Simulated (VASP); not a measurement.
Here is a VASP 6.6.1 calculation.

File INCAR:

```
SYSTEM = Si
ALGO = Normal
EDIFF = 1E-6
ENCUT = 500
GGA = PE
GGA_COMPAT = .False.
ISIF = 2
ISMEAR = -1
LASPH = .True.
LCHARG = .True.
LELF = .True.
LREAL = .False.
LVHAR = .True.
LWAVE = .False.
NBANDS = 8
NELM = 120
PREC = Accurate
SIGMA = 0.05
```

KPOINTS

```
k-points
0
Gamma
  11 11 11
  0 0 0
```

POSCAR

```
Si
1.0
   -1.4802366366      1.4802366366      1.4802366366
    1.4802366366     -1.4802366366      1.4802366366
    1.4802366366      1.4802366366     -1.4802366366
Si
1
Direct
    0.0000000000      0.0000000000      0.0000000000
```

Potentials or basis: VASP PAW PBE potentials, release 64 (Si).

Command:

```console
$ cat potpaw_PBE.64/Si/POTCAR > POTCAR
$ mpirun -np 1 vasp_std > vasp.out
```

**Question.** Estimate the pressure.

**Answer.** 14.9 GPa.

**Question.** What does it give for the band gap on the k mesh?

**Answer.** Zero (bands 2 and 3 overlap by 17.31 eV).

Caveat: the cell stands under pressure.
